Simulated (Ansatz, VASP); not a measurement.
MgBe2Te2O: VASP beside Ansatz

```
Mg Be Te O
1.0
     4.15134    0.00000    0.00000
     0.00000    4.15134    0.00000
     0.00000    0.00000    6.65146
Mg Be Te O
1 2 2 1
Direct
  0.00000 0.00000 0.69730
  0.50000 0.00000 0.99462
  0.00000 0.50000 0.99462
  0.50000 0.50000 0.82875
  0.00000 0.00000 0.16438
  0.50000 0.50000 0.32032
```

Change from the starting cell: species swapped into the LaYMn2Si2 type (P4mm, No. 99).

Alike in both runs: task relaxation of cell and atoms; functional PBE; k mesh 4 × 4 × 4; occupations gaussian, width 0.1 eV; no spin polarisation.

```csv
,VASP,Ansatz
version,VASP 6.6.1,Ansatz 0.2.0
potentials or method,"VASP PAW PBE potentials, release 64 (Mg, Be, Te, O), cutoff 600 eV","scalar-relativistic, plane waves, PAW"
valence electrons in the cell,24,52
```

```tsv
	VASP	Ansatz	Ansatz less VASP
gap on the k mesh at the Fermi level, each at its own relaxed structure (eV)	none	none	-
relaxed volume (Å³/atom)	21.38	22.74	+1.361
relaxed cell length with the largest relative difference (Å)	9.223	10.088	+0.8647
```

A gap of «none» marks a metal or a gap that the smearing closes. One of these differences is far larger than is usual between the two programs; its cause wasn't traced. VASP's potentials hold 24 valence electrons a cell and Ansatz's 52, so a difference there can come from the potentials and not from the codes.

The k mesh is coarse, so the values compare programs but aren't converged. Spin-orbit coupling is off throughout.
